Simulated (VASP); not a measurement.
**Bi2Te3: relaxation of cell and atoms with PBE**

The system is Bi2Te3.

```
CELL_PARAMETERS angstrom
2.19300 1.26613 10.16567
-2.19300 1.26613 10.16567
0.00000 -2.53226 10.16567
ATOMIC_POSITIONS crystal
Bi 0.60000 0.60000 0.60000
Bi 0.40000 0.40000 0.40000
Te 0.79050 0.79050 0.79050
Te 0.20950 0.20950 0.20950
Te 0.00000 0.00000 0.00000
```

```
Program                : VASP 6.6.1
Task                   : relaxation of cell and atoms
Functional             : PBE
Potentials or basis    : VASP PAW PBE potentials, release 64 (Bi_d, Te)
Cutoff                 : 600 eV
k mesh                 : 7 × 7 × 7
Occupations            : fermi-dirac, width 0.05 eV
Spin                   : no spin polarisation
Target pressure        : 2 GPa
Dipole correction      : no
Further INCAR settings : ALGO = Normal; EDIFF = 1e-07; IBRION = 2; EDIFFG = -0.01; NSW = 60; ISIF = 3
```

The relaxed volume is 33.84 Å³/atom. The relaxed cell is a = 10.439 Å, b = 10.439 Å, c = 10.439 Å, α = 24.29°, β = 24.29°, γ = 24.29°. The space group after relaxing (to 0.1 Å) is R-3m (No. 166), the energy change on relaxing (the run minimises the enthalpy) is +0.3 meV/atom and the ionic steps are 7. The pressure after relaxing is 2.0 GPa and the largest force after relaxing is 0.007 eV/Å. The band gap on the k mesh is 0.26 eV.

Forces on the atoms (eV/Å):
```
Bi   0.000  0.000  0.001
Bi   0.000  0.000 -0.001
Te   0.000  0.000  0.007
Te   0.000  0.000 -0.007
Te   0.000  0.000  0.000
```

The path:
```
step  energy change (eV)  largest force (eV/Å)  pressure (GPa)  volume (Å³)
   1              0.0000                0.0289            1.90       169.36
   2              0.0059                0.0074            2.10       168.86
   3              0.0048                0.0059            2.06       168.95
   4              0.0029                0.0063            2.03       169.09
   5              0.0012                0.0106            1.99       169.22
   6              0.0013                0.0103            2.00       169.21
   7              0.0014                0.0070            1.99       169.20
```

Final structure:
```xyz
5
Lattice="2.1963 1.2680 10.1258 -2.1963 1.2680 10.1258 0.0000 -2.5361 10.1258" Properties=species:S:1:pos:R:3 pbc="T T T"
Bi    0.0000    0.0000   18.2244
Bi    0.0000    0.0000   12.1531
Te    0.0000    0.0000   24.0121
Te    0.0000    0.0000    6.3654
Te    0.0000    0.0000    0.0000
```

Levels at points of the mesh, in eV from the valence-band top:
```tsv
k point	band 22	band 23	band 24	band 25	band 26	band 27
(0.00, 0.00, 0.00)	-0.89	-0.89	0.00	0.26	0.64	0.64
```

Run time: 78 min on 1 thread of AMD EPYC 9R45 96-Core Processor (Zen 5), on a shared host, peak memory 1.2 GiB.

Caveat: the cell is relaxed towards a set pressure, so the run minimises the enthalpy, not the energy; spin-orbit coupling is left out, which moves the levels of the heavy elements; an odd mesh through Γ misses points on the zone boundary, where band edges can lie.
